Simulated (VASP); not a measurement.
MgPb2Se3, 6 atoms in the cell. It takes space group P-3m1 (No. 164, trigonal). Conventional cell: a = 4.381 Å, b = 4.381 Å, c = 10.724 Å, α = 90.00°, β = 90.00°, γ = 120.00°. Within 4.1 Å of Mg (site symmetry -3m) lie 6 Se at 3.09 Å. Pb (site symmetry 3m) has 6 Se at 3.03 to 3.17 Å within 4.0 Å. Se (site symmetry 3m) has 3 Mg at 3.09 Å and 3 Pb at 3.17 Å within 4.1 Å. Se (site symmetry -3m) has 6 Pb at 3.03 Å within 4.0 Å. 

```yaml
Program: VASP 6.6.1
Task: relaxation of cell and atoms
Functional: PBEsol
Potentials_or_basis: VASP PAW PBE potentials, release 64 (Mg, Pb_d, Se)
Cutoff: 600 eV
k_mesh: 6 × 6 × 2
Occupations: fermi-dirac, width 0.03 eV
Spin: no spin polarisation
Dipole_correction: no
Further_INCAR_settings: ALGO = Normal; EDIFF = 1e-07; IBRION = 2; EDIFFG = -0.01; NSW = 100; ISIF = 3
```

Potentials or basis: VASP PAW PBE potentials, release 64 (Mg, Pb_d, Se).

Command:

```bash
$ cat potpaw_PBE.64/Mg/POTCAR potpaw_PBE.64/Pb_d/POTCAR potpaw_PBE.64/Se/POTCAR > POTCAR
$ mpirun -np 1 vasp_std > vasp.out
```

Hardware: 1 thread of Intel(R) Xeon(R) 6975P-C (Granite Rapids), with other jobs on the host.

Q: How long does it take, and how much memory?

A: Wall time 6.3 min on 1 thread of Intel(R) Xeon(R) 6975P-C (Granite Rapids), with other jobs on the host, peak memory 0.41 GiB. Counts: scf iterations 109, k points 14, ion steps 12.
